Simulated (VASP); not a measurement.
# Sn (Im-3m) in VASP: further runs, part 2 of 2

VASP 6.6.1.

**3. Single point, r2SCAN**

This run uses another cell than the first one, of 28.66 Å³/atom, 1.026 times its volume.

POSCAR reads:

```
Sn
1.0
   -1.9277530338      1.9277530338      1.9277530338
    1.9277530338     -1.9277530338      1.9277530338
    1.9277530338      1.9277530338     -1.9277530338
Sn
1
Direct
    0.0000000000      0.0000000000      0.0000000000
```

INCAR.step1 reads:

```
SYSTEM = Sn
  PREC = Accurate
  ENCUT = 520
  ISMEAR = -1
  SIGMA = 0.1
  LREAL = .FALSE.
  LASPH = .TRUE.
  NELM = 100
  NBANDS = 13
  GGA = PE
  ALGO = Normal
  EDIFF = 1E-4
  LWAVE = .TRUE.
  LCHARG = .FALSE.
```

INCAR.step2 reads:

```
SYSTEM = Sn
  PREC = Accurate
  ENCUT = 520
  EDIFF = 1E-6
  ISMEAR = -1
  SIGMA = 0.1
  LREAL = .FALSE.
  LASPH = .TRUE.
  NELM = 100
  ALGO = Normal
  ISIF = 2
  LWAVE = .FALSE.
  LCHARG = .FALSE.
  METAGGA = R2SCAN
  LMIXTAU = .TRUE.
  NBANDS = 13
  ISTART = 1
```

KPOINTS reads:

```
Automatic mesh
0
G
  12 12 12
  0 0 0
```

Potentials or basis: VASP PAW PBE potentials, release 64 (Sn_d).

The run is started by

```console
cat potpaw_PBE.64/Sn_d/POTCAR > POTCAR
cp INCAR.step1 INCAR
mpirun -np 1 vasp_std > vasp.out
cp INCAR.step2 INCAR
mpirun -np 1 vasp_std > vasp.out
```

OUTCAR:

```text
SYSTEM = Sn
   PREC = Accurate
   ENCUT = 520
   EDIFF = 1E-6
   ISMEAR = -1
   LREAL = .FALSE.
   LASPH = .TRUE.
   NELM = 100
   ISIF = 2
   METAGGA = R2SCAN
   ISTART = 1

 ion  position               nearest neighbor table
   1  0.000  0.000  0.000-

  LATTYP: Found a body centered cubic cell.
 ALAT       =     3.8555060676

  Lattice vectors:

 A1 = (  -1.9277530338,   1.9277530338,   1.9277530338)
 A2 = (   1.9277530338,  -1.9277530338,   1.9277530338)
 A3 = (   1.9277530338,   1.9277530338,  -1.9277530338)

Analysis of symmetry for initial positions (statically):
=====================================================================
 Subroutine PRICEL returns:
 Original cell was already a primitive cell.

 Routine SETGRP: Setting up the symmetry group for a
 body centered cubic supercell.

 Subroutine GETGRP returns: Found 48 space group operations
 (whereof 48 operations were pure point group operations)
 out of a pool of 48 trial point group operations.

The static configuration has the point symmetry O_h .

Analysis of symmetry for dynamics (positions and initial velocities):
=====================================================================
 Subroutine PRICEL returns:
 Original cell was already a primitive cell.

 Routine SETGRP: Setting up the symmetry group for a
 body centered cubic supercell.

 Subroutine GETGRP returns: Found 48 space group operations
 (whereof 48 operations were pure point group operations)
 out of a pool of 48 trial point group operations.

The dynamic configuration has the point symmetry O_h .

 Subroutine INISYM returns: Found 48 space group operations
 (whereof 48 operations are pure point group operations),
 and found     1 'primitive' translations

----------------------------------------------------------------------------------------

[... 110 lines left out ...]
     AMIX_MAG =   1.60;   BMIX_MAG =  1.00
  volume/ion in A,a.u.               =      28.66       193.38
  Fermi-wavevector in a.u.,A,eV,Ry     =   1.289376  2.436567 22.619542  1.662489
  Thomas-Fermi vector in A             =   2.421272
   LORBIT       =      0    0 simple, 1 ext, 2 COOP (PROOUT), +10 PAW based schemes
   METAGGA = R2SCAN    functional components
   LHFCALC =     F    Hartree Fock is set to
   AEXX    =    0.0000 exact exchange contribution
   IVDW    =     0    specifies the selected vdW correction
   LEPSILON=     F    determine dielectric tensor
   LRPA    =     F    only Hartree local field effects (RPA)
 non-spin polarized calculation
  energy-cutoff  :      520.00
  volume of cell :       28.66
 maximum number of plane-waves:       784
 NGX is ok and might be reduce to    28
   NGX = 13   NGY = 13   NGZ = 13

 number of electron      14.0000004 magnetization

 Free energy of the ion-electron system (eV)
  ---------------------------------------------------
  ext. energy  EPLUGINS =         0.00000000
  ---------------------------------------------------
  free energy    TOTEN  =       -24.49618681 eV

  energy without entropy =      -24.47712171  energy(sigma->0) =      -24.48665426

 E-fermi :   7.4451     XC(G=0): -10.9771

 val. band max:        7.4315222515   @ k =   0.2500   0.1667   0.1667
 cond. band min:       7.5154914457   @ k =  -0.3333   0.3333   0.2500
 fundamental gap:      0.0839691942
 Fermi energy:         7.4450734360

 k-point     1 :       0.0000    0.0000    0.0000
  band No.  band energies     occupation
      1     -14.8364      2.00000
      2     -14.8364      2.00000
      3     -14.8364      2.00000
      4     -14.7061      2.00000
      5     -14.7061      2.00000
      6      -3.8535      2.00000
      7      15.3256      0.00000
      8      15.3256      0.00000
      9      15.3256      0.00000
     10      20.2167      0.00000
     11      20.2167      0.00000
     12      20.2167      0.00000
     13      20.2324      0.00000
[... 354 lines left out ...]
  band No.  band energies     occupation
      1     -14.8657      2.00000
      2     -14.8064      2.00000
      3     -14.7140      2.00000
      4     -14.7132      2.00000
      5     -14.6512      2.00000
      6       1.0299      2.00000
      7       3.3425      2.00000
      8       9.2532      0.00000
      9      10.8824      0.00000
     10      18.0079      0.00000
     11      18.4744      0.00000
     12      23.3125      0.00000
     13      24.3799      0.00000

 [... further k-points ...]
[... 5 lines left out ...]
  --------------------------------------------------------------------------------------
  -------------------------------------------------------------------------------------
  Total       -0.5106307     -0.5106307     -0.5106307     -0.0000000     -0.0000000     -0.0000000
  in kB      -28.5498179    -28.5498179    -28.5498179     -0.0000000     -0.0000000     -0.0000000
  external PRESSURE =     -28.5498179 kB  Pullay stress =       0.0000000 kB

 VOLUME and BASIS-vectors are now :
 -----------------------------------------------------------------------------
  energy-cutoff  :      520.00
  volume of cell :       28.66
      direct lattice vectors                 reciprocal lattice vectors
    -1.927753034  1.927753034  1.927753034     0.000000000  0.259369323  0.259369323
     1.927753034 -1.927753034  1.927753034     0.259369323  0.000000000  0.259369323
     1.927753034  1.927753034 -1.927753034     0.259369323  0.259369323  0.000000000

 POSITION                                       TOTAL-FORCE (eV/Angst)
 -----------------------------------------------------------------------------------
      0.00000      0.00000      0.00000         0.000000     -0.000000      0.000000
 -----------------------------------------------------------------------------------
    total drift:                               -0.000000     -0.000000     -0.000000

  FREE ENERGIE OF THE ION-ELECTRON SYSTEM (eV)
  ---------------------------------------------------
  free  energy   TOTEN  =       -24.4961868128 eV

  energy  without entropy=      -24.4771217116  energy(sigma->0) =      -24.48665426
```

OUTCAR.step1:

```text
SYSTEM = Sn
   PREC = Accurate
   ENCUT = 520
   ISMEAR = -1
   LREAL = .FALSE.
   LASPH = .TRUE.
[... 601 lines left out ...]
 -----------------------------------------------------------------------------------
      0.00000      0.00000      0.00000         0.000000      0.000000      0.000000
 -----------------------------------------------------------------------------------
    total drift:                               -0.000000     -0.000000     -0.000000

  FREE ENERGIE OF THE ION-ELECTRON SYSTEM (eV)
  ---------------------------------------------------
  free  energy   TOTEN  =        -3.7791316585 eV

  energy  without entropy=       -3.7585070595  energy(sigma->0) =       -3.76881936
```

It took 2.6 min on 1 thread of Intel Xeon Platinum 8259CL at 2.50GHz (Skylake/Cascade Lake), shared host; peak memory 0.17 GiB.

What came out:

| Quantity | Value |
| --- | --- |
| Free energy | -24.4962 eV |
| Pressure | -2.9 GPa |
| Band gap on the k mesh | zero (band 7 reaches 15.33 eV, above the bottom of band 8 at 4.97 eV) |

Levels at points of the mesh, in eV from the Fermi level:
```tsv
k point	band 5	band 6	band 7	band 8	band 9	band 10
(0.00, 0.00, 0.00)	-22.15	-11.30	7.88	7.88	7.88	12.77
(0.50, 0.00, 0.00)	-22.07	-6.64	-4.45	3.51	5.60	8.23
(0.50, 0.50, 0.50)	-22.09	-2.69	-0.58	-0.58	-0.58	4.18
```

Caveat: the PAW data sets were made with another functional, which shifts forces and pressure a little; spin-orbit coupling is left out, which moves the levels of the heavy elements.

**4. Single point, r2SCAN**

This run uses another cell than the first one, of 29.38 Å³/atom, 1.052 times its volume.

POSCAR reads:

```
Sn
1.0
   -1.9438856084      1.9438856084      1.9438856084
    1.9438856084     -1.9438856084      1.9438856084
    1.9438856084      1.9438856084     -1.9438856084
Sn
1
Direct
    0.0000000000      0.0000000000      0.0000000000
```

INCAR.step1 reads:

```
SYSTEM = Sn
  PREC = Accurate
  ENCUT = 520
  ISMEAR = -1
  SIGMA = 0.1
  LREAL = .False.
  LASPH = .True.
  NELM = 60
  NBANDS = 13
  GGA = PE
  ALGO = Normal
  EDIFF = 1E-4
  LWAVE = .True.
  LCHARG = .False.
```

INCAR.step2 reads:

```
SYSTEM = Sn
  PREC = Accurate
  ENCUT = 520
  EDIFF = 1E-7
  ISMEAR = -1
  SIGMA = 0.1
  LREAL = .False.
  LASPH = .True.
  NELM = 60
  ALGO = Normal
  ISIF = 2
  LWAVE = .False.
  LCHARG = .True.
  METAGGA = R2SCAN
  LMIXTAU = .True.
  LELF = .True.
  LVHAR = .True.
  NBANDS = 13
  ISTART = 1
```

KPOINTS reads:

```
Automatic mesh
0
Gamma
  12 12 12
  0 0 0
```

Potentials or basis: VASP PAW PBE potentials, release 64 (Sn_d).

The run is started by

```console
cat potpaw_PBE.64/Sn_d/POTCAR > POTCAR
cp INCAR.step1 INCAR
mpirun -np 1 vasp_std > vasp.out
cp INCAR.step2 INCAR
mpirun -np 1 vasp_std > vasp.out
```

OUTCAR:

```text
SYSTEM = Sn
   PREC = Accurate
   ENCUT = 520
   EDIFF = 1E-7
   ISMEAR = -1
   LREAL = .False.
   LASPH = .True.
   NELM = 60
   ISIF = 2
   METAGGA = R2SCAN
   ISTART = 1

 ion  position               nearest neighbor table
   1  0.000  0.000  0.000-

  LATTYP: Found a body centered cubic cell.
 ALAT       =     3.8877712168

  Lattice vectors:

 A1 = (  -1.9438856084,   1.9438856084,   1.9438856084)
 A2 = (   1.9438856084,  -1.9438856084,   1.9438856084)
 A3 = (   1.9438856084,   1.9438856084,  -1.9438856084)
[... 554 lines left out ...]
      5     -14.9390      2.00000
      6       0.7576      2.00000
      7       3.1770      2.00000
      8       8.9261      0.00000
      9      10.5570      0.00000
     10      17.5362      0.00000
     11      18.0378      0.00000
     12      22.8119      0.00000
     13      23.9385      0.00000

 [... further k-points ...]
[... 5 lines left out ...]
  --------------------------------------------------------------------------------------
  -------------------------------------------------------------------------------------
  Total       -0.6865497     -0.6865497     -0.6865497     -0.0000000      0.0000000      0.0000000
  in kB      -37.4378099    -37.4378099    -37.4378099     -0.0000000      0.0000000      0.0000000
  external PRESSURE =     -37.4378099 kB  Pullay stress =       0.0000000 kB

 VOLUME and BASIS-vectors are now :
 -----------------------------------------------------------------------------
  energy-cutoff  :      520.00
  volume of cell :       29.38
      direct lattice vectors                 reciprocal lattice vectors
    -1.943885608  1.943885608  1.943885608     0.000000000  0.257216782  0.257216782
     1.943885608 -1.943885608  1.943885608     0.257216782  0.000000000  0.257216782
     1.943885608  1.943885608 -1.943885608     0.257216782  0.257216782  0.000000000

 POSITION                                       TOTAL-FORCE (eV/Angst)
 -----------------------------------------------------------------------------------
      0.00000      0.00000      0.00000        -0.000000      0.000000      0.000000
 -----------------------------------------------------------------------------------
    total drift:                               -0.000000     -0.000000     -0.000000

  FREE ENERGIE OF THE ION-ELECTRON SYSTEM (eV)
  ---------------------------------------------------
  free  energy   TOTEN  =       -24.4815389150 eV

  energy  without entropy=      -24.4616292810  energy(sigma->0) =      -24.47158410
```

OSZICAR.step1:

```text
N       E                     dE             d eps       ncg     rms          rms(c)
DAV:   1     0.823015860337E+02    0.82302E+02   -0.72007E+03  1948   0.154E+03
DAV:   2     0.233946369776E+01   -0.79962E+02   -0.77408E+02  1982   0.345E+02
DAV:   3    -0.365159000928E+01   -0.59911E+01   -0.59752E+01  2273   0.751E+01
DAV:   4    -0.377632535127E+01   -0.12474E+00   -0.12472E+00  2203   0.117E+01
DAV:   5    -0.378044512845E+01   -0.41198E-02   -0.41197E-02  2538   0.211E+00    0.115E+00
DAV:   6    -0.377211615660E+01    0.83290E-02   -0.10060E-02  2380   0.165E+00    0.637E-01
DAV:   7    -0.376970593573E+01    0.24102E-02   -0.66871E-03  2327   0.127E+00    0.906E-02
DAV:   8    -0.376962423111E+01    0.81705E-04   -0.66895E-04  2300   0.421E-01
   1 F= -.37696242E+01 E0= -.37588413E+01  d E =-.215658E-01
```

It took 2.5 min on 1 thread of Intel Xeon Platinum 8259CL at 2.50GHz (Skylake/Cascade Lake), shared host; peak memory 0.18 GiB.

What came out:

```yaml
Free_energy: -24.4815 eV
Pressure: -3.7 GPa
Band_gap_on_the_k_mesh: zero (band 7 reaches 14.81 eV, above the bottom of band 8 at 4.77 eV)
```

Levels at points of the mesh, in eV from the Fermi level:
```tsv
k point	band 5	band 6	band 7	band 8	band 9	band 10
(0.00, 0.00, 0.00)	-22.15	-11.12	7.65	7.65	7.65	12.61
(0.50, 0.00, 0.00)	-22.08	-6.62	-4.32	3.42	5.50	8.10
(0.50, 0.50, 0.50)	-22.10	-2.84	-0.55	-0.55	-0.55	4.20
```

Caveat: the PAW data sets were made with another functional, which shifts forces and pressure a little; spin-orbit coupling is left out, which moves the levels of the heavy elements.

**5. Summary**

```tsv
cell	gap on the mesh (eV)	pressure (GPa)
a = 3.311 Å, angles 109.5°, 1 atom	none	-1.8
a = 3.339 Å, angles 109.5°, 1 atom	none	-2.9
a = 3.367 Å, angles 109.5°, 1 atom	none	-3.7
```

Alike in all rows: task single point; level r2SCAN; potentials or basis VASP PAW PBE potentials, release 64 (Sn_d); no spin polarisation; k mesh 12 × 12 × 12; cutoff (eV) 520; smearing fermi-dirac 0.1 eV.

Caveats: the PAW data sets were made with another functional, which shifts forces and pressure a little; spin-orbit coupling is left out, which moves the levels of the heavy elements.

Total energies depend on the potentials used, so only differences within one code and one set of settings carry meaning.
